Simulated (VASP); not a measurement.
# Tl: single point with PBE

The system is Tl.

```
CELL_PARAMETERS angstrom
2.80852 0.00000 0.00000
-1.40426 2.43225 0.00000
0.00000 0.00000 4.60838
ATOMIC_POSITIONS crystal
Tl 0.33333 0.66667 0.25000
Tl 0.66667 0.33333 0.75000
```

```json
{
 "Program": "VASP 6.6.1",
 "Task": "single point",
 "Functional": "PBE",
 "Potentials or basis": "VASP PAW PBE potentials, release 64 (Tl_d)",
 "Cutoff": "520 eV",
 "k mesh": "14 × 14 × 8",
 "Occupations": "fermi-dirac, width 0.1 eV",
 "Spin": "no spin polarisation"
}
```

```json
{"Pressure": "121.2 GPa", "Band gap on the k mesh": "zero (bands 13 and 14 overlap by 9.17 eV)"}
```

Stress tensor (GPa, compression positive):
```
121.05   0.00   0.00
  0.00 121.05   0.00
  0.00   0.00 121.57
```

Levels at points of the mesh, in eV from the Fermi level:
| k point | band 11 | band 12 | band 13 | band 14 | band 15 | band 16 |
| --- | --- | --- | --- | --- | --- | --- |
| (0.00, 0.00, 0.00) | -12.22 | -6.92 | -5.17 | 9.96 | 11.55 | 12.08 |
| (0.50, 0.00, 0.00) | -7.12 | -6.57 | -0.32 | 0.68 | 0.96 | 4.52 |
| (0.00, 0.00, 0.50) | -12.60 | -12.60 | 4.78 | 4.78 | 10.17 | 10.17 |
| (0.50, 0.00, 0.50) | -5.96 | -5.96 | -3.80 | -3.80 | 7.75 | 7.75 |

Wall time 28 s on 1 thread of AMD EPYC 9R45 96-Core Processor (Zen 5), on a shared host, peak memory 0.17 GiB.

Caveat: the cell stands under pressure; spin-orbit coupling is left out, which moves the levels of the heavy elements.
